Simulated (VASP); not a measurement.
# NaF (I4/mmm) in VASP: notebook

The runs below take NaF through single point, with r2SCAN.

All numbers are computed with VASP 6.6.1; they aren't measurements. Logs are shortened: lines on timing, memory, paths and dates and some standing lists are left out, and cuts for length are marked.

### 1 The cell of the first run

Symmetry: I4/mmm, No. 139, tetragonal system. Conventional cell: a = 3.286 Å, b = 3.286 Å, c = 4.716 Å, α = 90.00°, β = 90.00°, γ = 90.00°. Na (site symmetry 4/mmm) has 6 F at 2.32 to 2.36 Å within 3.1 Å. F (site symmetry 4/mmm) has 6 Na at 2.32 to 2.36 Å within 3.1 Å.

### 2 Single point, r2SCAN (strain +0.000 along x and y, +0.015 along z)

Input file POSCAR:

```
NaF
1.0
    0.0000000000      2.3233000000      2.3581495000
    2.3233000000      0.0000000000      2.3581495000
    2.3233000000      2.3233000000      0.0000000000
Na F
1 1
Direct
    0.0000000000      0.0000000000      0.0000000000
    0.5000000000      0.5000000000      0.5000000000
```

Input file INCAR.step1:

```
SYSTEM = NaF
PREC     = Accurate       ! precision mode
ENCUT    = 520            ! plane-wave cutoff, eV
ISMEAR   = 0              ! smearing method
SIGMA    = 0.05           ! smearing width, eV
LREAL    = .False.        ! projectors in reciprocal space
LASPH    = .True.         ! aspherical terms in the spheres
NELM     = 60             ! most SCF steps
NBANDS   = 14             ! bands
GGA      = PE             ! functional
ALGO     = Normal         ! electronic algorithm
EDIFF    = 1E-4           ! SCF threshold, eV
LWAVE    = .True.         ! write WAVECAR
LCHARG   = .False.        ! write CHGCAR
```

Input file INCAR.step2:

```
SYSTEM = NaF
PREC     = Accurate       ! precision mode
ENCUT    = 520            ! plane-wave cutoff, eV
EDIFF    = 1E-6           ! SCF threshold, eV
ISMEAR   = 0              ! smearing method
SIGMA    = 0.05           ! smearing width, eV
LREAL    = .False.        ! projectors in reciprocal space
LASPH    = .True.         ! aspherical terms in the spheres
NELM     = 60             ! most SCF steps
ALGO     = Normal         ! electronic algorithm
ISIF     = 2              ! what is computed and relaxed
LWAVE    = .False.        ! write WAVECAR
LCHARG   = .False.        ! write CHGCAR
METAGGA  = R2SCAN         ! meta-GGA
LMIXTAU  = .True.       
NBANDS   = 14             ! bands
ISTART   = 1
```

Input file KPOINTS:

```
Automatic mesh
0
Gamma
  8 8 8
  0 0 0
```

Potentials or basis: VASP PAW PBE potentials, release 64 (Na_pv, F).

On the command line:

```sh
$ cat potpaw_PBE.64/Na_pv/POTCAR potpaw_PBE.64/F/POTCAR > POTCAR
$ cp INCAR.step1 INCAR
$ mpirun -np 1 vasp_std > vasp.out
$ cp INCAR.step2 INCAR
$ mpirun -np 1 vasp_std > vasp.out
```

OUTCAR:

```text
SYSTEM = NaF
   PREC = Accurate
   ENCUT = 520
   EDIFF = 1E-6
   ISMEAR = 0
   LREAL = .False.
   LASPH = .True.
   NELM = 60
   ISIF = 2
   METAGGA = R2SCAN
   ISTART = 1

 ion  position               nearest neighbor table
   1  0.000  0.000  0.000-   2 2.32   2 2.32   2 2.32   2 2.32
   2  0.500  0.500  0.500-   1 2.32   1 2.32   1 2.32   1 2.32

  LATTYP: Found a body centered tetragonal cell.
 ALAT       =     3.2856423695
 C/A-ratio  =     1.4354267658

  Lattice vectors:

 A1 = (  -2.3233000000,   0.0000000000,   2.3581495000)
 A2 = (   2.3233000000,   0.0000000000,   2.3581495000)
 A3 = (   0.0000000000,   2.3233000000,  -2.3581495000)

Analysis of symmetry for initial positions (statically):
=====================================================================
 Subroutine PRICEL returns:
 Original cell was already a primitive cell.

 Routine SETGRP: Setting up the symmetry group for a
 body centered tetragonal supercell.

 Subroutine GETGRP returns: Found 16 space group operations
 (whereof 16 operations were pure point group operations)
 out of a pool of 16 trial point group operations.

The static configuration has the point symmetry D_4h.

Analysis of symmetry for dynamics (positions and initial velocities):
=====================================================================
 Subroutine PRICEL returns:
 Original cell was already a primitive cell.

 Routine SETGRP: Setting up the symmetry group for a
 body centered tetragonal supercell.

 Subroutine GETGRP returns: Found 16 space group operations
 (whereof 16 operations were pure point group operations)
 out of a pool of 16 trial point group operations.

The dynamic configuration has the point symmetry D_4h.

 Subroutine INISYM returns: Found 16 space group operations
 (whereof 16 operations are pure point group operations),
 and found     1 'primitive' translations

----------------------------------------------------------------------------------------

                                     Primitive cell

  volume of cell :      25.4573

  direct lattice vectors                    reciprocal lattice vectors
     0.000000000  2.323300000  2.358149500    -0.215211122  0.215211122  0.212030662
     2.323300000  0.000000000  2.358149500     0.215211122 -0.215211122  0.212030662
     2.323300000  2.323300000  0.000000000     0.215211122  0.215211122 -0.212030662

  length of vectors
     3.310376407  3.310376407  3.285642369     0.370929449  0.370929449  0.370929449

  position of ions in fractional coordinates (direct lattice)
     0.000000000  0.000000000  0.000000000
     0.500000000  0.500000000  0.500000000

  ion indices of the primitive-cell ions
   primitive index   ion index
[... 83 lines left out ...]
   TEBEG  =    0.0;   TEEND  =   0.0 temperature during run
   PSTRESS=    0.0 pullay stress
   NELECT =      14.0000    total number of electrons
   NUPDOWN=      -1.0000    fix difference up-down
   EMIN   =  10.00;   EMAX   =-10.00  energy-range for DOS
   EFERMI =   0.00;   METHOD = LEGACY
   ISMEAR =     0;   SIGMA  =   0.05  broadening in eV -4-tet -1-fermi 0-gaus
   EFERMI_NEDOS =   21; number of points for ismear=-14 and -15
   IALGO  =     38    algorithm
   IMIX   =      4    mixing-type and parameters
     AMIX     =   0.40;   BMIX     =  1.00
     AMIX_MAG =   1.60;   BMIX_MAG =  1.00
  volume/ion in A,a.u.               =      12.73        85.90
  Fermi-wavevector in a.u.,A,eV,Ry     =   1.341262  2.534617 24.476651  1.798983
  Thomas-Fermi vector in A             =   2.469509
   LORBIT       =      0    0 simple, 1 ext, 2 COOP (PROOUT), +10 PAW based schemes
   METAGGA = R2SCAN    functional components
   LHFCALC =     F    Hartree Fock is set to
   AEXX    =    0.0000 exact exchange contribution
   IVDW    =     0    specifies the selected vdW correction
   LEPSILON=     F    determine dielectric tensor
   LRPA    =     F    only Hartree local field effects (RPA)
 non-spin polarized calculation
 Gauss-broadening in eV      SIGMA  =   0.05
  energy-cutoff  :      520.00
  volume of cell :       25.46
 maximum number of plane-waves:       698
 NGX is ok and might be reduce to    28
   NGX = 13   NGY = 13   NGZ = 13

 number of electron      14.0000001 magnetization

 Free energy of the ion-electron system (eV)
  ---------------------------------------------------
  ext. energy  EPLUGINS =         0.00000000
  ---------------------------------------------------
  free energy    TOTEN  =       -12.59019043 eV

  energy without entropy =      -12.59019043  energy(sigma->0) =      -12.59019043

 E-fermi :  -2.5746     XC(G=0):  -9.6520

 val. band max:       -2.8193385263   @ k =   0.0000   0.0000   0.0000
 cond. band min:       4.2223169697   @ k =   0.0000   0.0000   0.0000
 fundamental gap:      7.0416554959
 Fermi energy:        -2.5746026642

 k-point     1 :       0.0000    0.0000    0.0000
  band No.  band energies     occupation
      1     -23.0790      2.00000
      2     -22.3920      2.00000
      3     -22.3872      2.00000
      4     -22.3871      2.00000
      5      -2.8196      2.00000
      6      -2.8195      2.00000
      7      -2.8193      2.00000
      8       4.2223      0.00000
      9      16.7314      0.00000
     10      16.8310      0.00000
     11      16.8317      0.00000
     12      19.3876      0.00000
     13      21.7783      0.00000
     14      22.2086      0.00000
[... 377 lines left out ...]
      1     -23.3614      2.00000
      2     -22.4081      2.00000
      3     -22.4023      2.00000
      4     -22.0022      2.00000
      5      -3.9765      2.00000
      6      -3.0902      2.00000
      7      -3.0523      2.00000
      8       7.4594      0.00000
      9      11.7909      0.00000
     10      17.3020      0.00000
     11      17.7576      0.00000
     12      19.0280      0.00000
     13      21.9618      0.00000
     14      23.9030      0.00000

 [... further k-points ...]
[... 5 lines left out ...]
  --------------------------------------------------------------------------------------
  -------------------------------------------------------------------------------------
  Total       -0.3960126     -0.3960126     -0.5571415      0.0000000      0.0000000      0.0000000
  in kB      -24.9234249    -24.9234249    -35.0642214      0.0000000      0.0000000      0.0000000
  external PRESSURE =     -28.3036904 kB  Pullay stress =       0.0000000 kB

 VOLUME and BASIS-vectors are now :
 -----------------------------------------------------------------------------
  energy-cutoff  :      520.00
  volume of cell :       25.46
      direct lattice vectors                 reciprocal lattice vectors
     0.000000000  2.323300000  2.358149500    -0.215211122  0.215211122  0.212030662
     2.323300000  0.000000000  2.358149500     0.215211122 -0.215211122  0.212030662
     2.323300000  2.323300000  0.000000000     0.215211122  0.215211122 -0.212030662

 POSITION                                       TOTAL-FORCE (eV/Angst)
 -----------------------------------------------------------------------------------
      0.00000      0.00000      0.00000        -0.000000      0.000000      0.000000
      2.32330      2.32330      2.35815         0.000000     -0.000000      0.000000
 -----------------------------------------------------------------------------------
    total drift:                                0.000000      0.000000      0.000000

  FREE ENERGIE OF THE ION-ELECTRON SYSTEM (eV)
  ---------------------------------------------------
  free  energy   TOTEN  =       -12.5901904280 eV

  energy  without entropy=      -12.5901904280  energy(sigma->0) =      -12.59019043
```

OSZICAR.step1:

```text
N       E                     dE             d eps       ncg     rms          rms(c)
DAV:   1     0.107608394052E+03    0.10761E+03   -0.78076E+03  1672   0.120E+03
DAV:   2    -0.387758172163E+01   -0.11149E+03   -0.10285E+03  1804   0.330E+02
DAV:   3    -0.942286095648E+01   -0.55453E+01   -0.55333E+01  2060   0.689E+01
DAV:   4    -0.946634713653E+01   -0.43486E-01   -0.43484E-01  1868   0.662E+00
DAV:   5    -0.946679512116E+01   -0.44798E-03   -0.44798E-03  2072   0.674E-01    0.542E+00
DAV:   6    -0.857498862733E+01    0.89181E+00   -0.31263E+00  2012   0.147E+01    0.184E+00
DAV:   7    -0.856461727733E+01    0.10371E-01   -0.30507E-02  1688   0.205E+00    0.106E+00
DAV:   8    -0.856608817343E+01   -0.14709E-02   -0.29737E-02  1766   0.347E+00    0.153E-01
DAV:   9    -0.856679942872E+01   -0.71126E-03   -0.44504E-03  2018   0.613E-01    0.132E-01
DAV:  10    -0.856666817800E+01    0.13125E-03   -0.87689E-04  1808   0.333E-01    0.156E-02
DAV:  11    -0.856666603223E+01    0.21458E-05   -0.29846E-05  1036   0.793E-02
   1 F= -.85666660E+01 E0= -.85666660E+01  d E =-.197267E-16
```

Run time: 65 s. Hardware: 1 thread of Intel Xeon Platinum 8259CL at 2.50GHz (Skylake/Cascade Lake), shared host; peak memory 0.16 GiB.

What came out:

| Item | Value |
| --- | --- |
| Free energy | -12.5902 eV |
| Pressure | -2.8 GPa |
| Band gap on the k mesh | 7.04 eV, direct |

Stress tensor (GPa, compression positive):
```
-2.49  0.00  0.00
 0.00 -2.49  0.00
 0.00  0.00 -3.51
```

Caveat: the cell differs from its parent crystal (strain +0.000 along x and y, +0.015 along z); the PAW data sets were made with another functional, which shifts forces and pressure a little.

### 3 Single point, r2SCAN (strain +0.015 along x and y, -0.015 along z)

Input file POSCAR:

```
NaF
1.0
    0.0000000000      2.3581495000      2.2884505000
    2.3581495000      0.0000000000      2.2884505000
    2.3581495000      2.3581495000      0.0000000000
Na F
1 1
Direct
    0.0000000000      0.0000000000      0.0000000000
    0.5000000000      0.5000000000      0.5000000000
```

Input file INCAR.step1:

```
SYSTEM = NaF
PREC = Accurate
ENCUT = 520
ISMEAR = 0
SIGMA = 0.05
LREAL = .FALSE.
LASPH = .TRUE.
NELM = 60
NBANDS = 14
GGA = PE
ALGO = Normal
EDIFF = 1E-4
LWAVE = .TRUE.
LCHARG = .FALSE.
```

Input file INCAR.step2:

```
SYSTEM = NaF
PREC = Accurate
ENCUT = 520
EDIFF = 1E-6
ISMEAR = 0
SIGMA = 0.05
LREAL = .FALSE.
LASPH = .TRUE.
NELM = 60
ALGO = Normal
ISIF = 2
LWAVE = .FALSE.
LCHARG = .FALSE.
METAGGA = R2SCAN
LMIXTAU = .TRUE.
NBANDS = 14
ISTART = 1
```

Input file KPOINTS:

```
regular mesh
0
G
  8 8 8
  0 0 0
```

Potentials or basis: VASP PAW PBE potentials, release 64 (Na_pv, F).

On the command line:

```sh
$ cat potpaw_PBE.64/Na_pv/POTCAR potpaw_PBE.64/F/POTCAR > POTCAR
$ cp INCAR.step1 INCAR
$ mpirun -np 1 vasp_std > vasp.out
$ cp INCAR.step2 INCAR
$ mpirun -np 1 vasp_std > vasp.out
```

It took 51 s on 1 thread of Intel Xeon Platinum 8259CL at 2.50GHz (Skylake/Cascade Lake), shared host; peak memory 0.15 GiB.

Results (log left out):

- Free energy: -12.5872 eV
- Pressure: -2.9 GPa
- Band gap on the k mesh: 7.04 eV, direct

Stress tensor (GPa, compression positive):
```
-3.63  0.00  0.00
 0.00 -3.63  0.00
 0.00  0.00 -1.30
```

Levels at points of the mesh, in eV from the valence-band top:
| k point | band 3 | band 4 | band 5 | band 6 | band 7 | band 8 | band 9 | band 10 | band 11 | band 12 |
| --- | --- | --- | --- | --- | --- | --- | --- | --- | --- | --- |
| (0.00, 0.00, 0.00) | -19.57 | -19.56 | 0.00 | 0.00 | 0.00 | 7.04 | 19.56 | 19.56 | 19.76 | 22.22 |
| (0.50, 0.00, 0.00) | -19.57 | -19.05 | -1.50 | -0.26 | -0.24 | 11.48 | 13.21 | 20.88 | 21.45 | 23.42 |
| (0.50, 0.50, 0.00) | -19.62 | -19.62 | -1.19 | -0.42 | -0.42 | 13.63 | 14.13 | 14.69 | 20.57 | 20.57 |
| (0.50, 0.00, 0.50) | -19.61 | -19.61 | -1.24 | -0.40 | -0.35 | 13.72 | 13.94 | 14.57 | 20.77 | 21.07 |

Caveat: the cell differs from its parent crystal (strain +0.015 along x and y, -0.015 along z); the PAW data sets were made with another functional, which shifts forces and pressure a little.

(Continued in part 2 of 2.)
